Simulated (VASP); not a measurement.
Ru: single point with PBEsol

Ru:

```
CELL_PARAMETERS angstrom
2.69091 0.00000 0.00000
-1.34545 2.33039 0.00000
0.00000 0.00000 4.24816
ATOMIC_POSITIONS crystal
Ru 0.00000 0.00000 0.00000
Ru 0.33333 0.66667 0.50000
```

- Program: VASP 6.6.1
- Task: single point
- Functional: PBEsol
- Potentials or basis: VASP PAW PBE potentials, release 64 (Ru_pv)
- Cutoff: 500 eV
- k mesh: 23 × 23 × 13
- Occupations: methfessel-paxton, width 0.1 eV
- Spin: no spin polarisation
- Dipole correction: no
- Further INCAR settings: ALGO = Normal; EDIFF = 1e-06; NBANDS = 21

```yaml
Pressure: -0.1 GPa
Band_gap_on_the_k_mesh: zero (band 14 reaches 14.67 eV, above the bottom of band 15 at 11.43 eV)
```

Levels at points of the mesh, in eV from the Fermi level:
| k point | band 10 | band 11 | band 12 | band 13 | band 14 | band 15 | band 16 | band 17 | band 18 | band 19 |
| --- | --- | --- | --- | --- | --- | --- | --- | --- | --- | --- |
| (0.00, 0.00, 0.00) | -2.71 | -2.50 | -2.00 | -2.00 | -1.47 | -1.47 | 1.21 | 1.21 | 1.27 | 10.19 |

Wall time 84 s on 1 thread of Intel Xeon 6975P-C, on a shared host, peak memory 0.27 GiB.

Caveat: the PAW data sets were made with another functional, which shifts forces and pressure a little.
